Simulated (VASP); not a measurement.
Wanted: the native input for a VASP 6.6.1 run.

| Property | Result |
| --- | --- |
| Task | single point |
| Functional | PBE |
| Potentials or basis | VASP PAW PBE potentials, release 64 (Ni, Te) |
| Cutoff | 520 eV |
| k mesh | 1 × 1 × 1 |
| Occupations | fermi-dirac, width 0.1 eV |
| Spin | collinear spin, antiferromagnetic start |
| Starting moments | [1.0, -1.0, 0.0, 0.0] μB |
| Dipole correction | no |
| Further INCAR settings | ALGO = Normal; EDIFF = 1e-07; NBANDS = 28 |

The structure of Ni2Te2 lies in POSCAR:

```
NiTe
1.0
   10.0000000000      0.0000000000      0.0000000000
    0.0000000000     10.0000000000      0.0000000000
    0.0000000000      0.0000000000     10.0000000000
Ni Te
2 2
Direct
    0.5000000000      0.5000000000      0.7017348800
    0.5000000000      0.5000000000      0.2982651200
    0.6596240200      0.5000000000      0.5000000000
    0.3403759800      0.5000000000      0.5000000000
```

One way to write it, as run:

INCAR

```
SYSTEM = NiTe
PREC = Accurate
ENCUT = 520
EDIFF = 1E-7
ISMEAR = -1
SIGMA = 0.1
LREAL = .False.
LASPH = .True.
NELM = 150
ALGO = Normal
ISIF = 2
LWAVE = .False.
LCHARG = .False.
ISPIN = 2
MAGMOM = 1 -1 0 0
LORBIT = 11
LMAXMIX = 4
GGA = PE
NBANDS = 28
```

KPOINTS

```
Automatic mesh
0
Gamma
  1 1 1
  0 0 0
```

Potentials or basis: VASP PAW PBE potentials, release 64 (Ni, Te).

The run is started by

```console
$ cat potpaw_PBE.64/Ni/POTCAR potpaw_PBE.64/Te/POTCAR > POTCAR
$ mpirun -np 1 vasp_gam > vasp.out
```

Results of the run:

```
Largest force                                         : 2.442 eV/Å
Gap between the frontier levels                       : 0.14 eV
Net moment                                            : 0.00 μB per cell
Site moments                                          : Ni +0.38, -0.38; Te +0.00 μB
Valence electrons inside the program's atomic spheres : Ni 8.97; Te 3.29
```

Caveat: spin-orbit coupling is left out, which moves the levels of the heavy elements.

Wall time 2.4 min on 1 thread of Intel(R) Xeon(R) 6975P-C (Granite Rapids), with other jobs on the host, peak memory 1.3 GiB.
